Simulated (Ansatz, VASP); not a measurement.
# Ge2Sb2O: VASP beside Ansatz

```xyz
5
Lattice="-2.9489 2.9489 3.2540 2.9489 -2.9489 3.2540 2.9489 2.9489 -3.2540" Properties=species:S:1:pos:R:3 pbc="T T T"
Ge    0.0000    0.0000    4.7060
Ge    0.0000    0.0000    1.8020
Sb    0.0000    2.9489    1.6270
Sb    2.9489    0.0000    1.6270
O     0.0000    0.0000    0.0000
```

Change from the starting cell: species swapped into the TbNi2Ge2 type (I4/mmm, No. 139).

Alike in both runs: functional PBE; k mesh 10 × 10 × 10; occupations gaussian, width 0.1 eV; no spin polarisation.

Ansatz relaxed the structure, and its values are those at the end. VASP's run is a single point on that final structure, the one shown.

```csv
,VASP,Ansatz
version,VASP 6.6.1,Ansatz 0.2.0
potentials or method,"VASP PAW PBE potentials, release 64 (Ge_d, Sb, O), cutoff 600 eV","scalar-relativistic, plane waves, PAW"
valence electrons in the cell,44,64
```

VASP gave:

* gap on the k mesh at the Fermi level (eV): none
* pressure (GPa): -0.1
* rms of the force components (eV/Å): 0.004

Question: Which values does Ansatz return?

Answer: gap on the k mesh at the Fermi level (eV): none; pressure (GPa): 0.0; rms of the force components (eV/Å): 0.000.

A gap of «none» marks a metal or a gap that the smearing closes. The functional is the same, so the differences come from potentials, cutoffs and numerics. VASP's potentials hold 44 valence electrons a cell and Ansatz's 64, so a difference there can come from the potentials and not from the codes.

Neither program's run includes spin-orbit coupling.
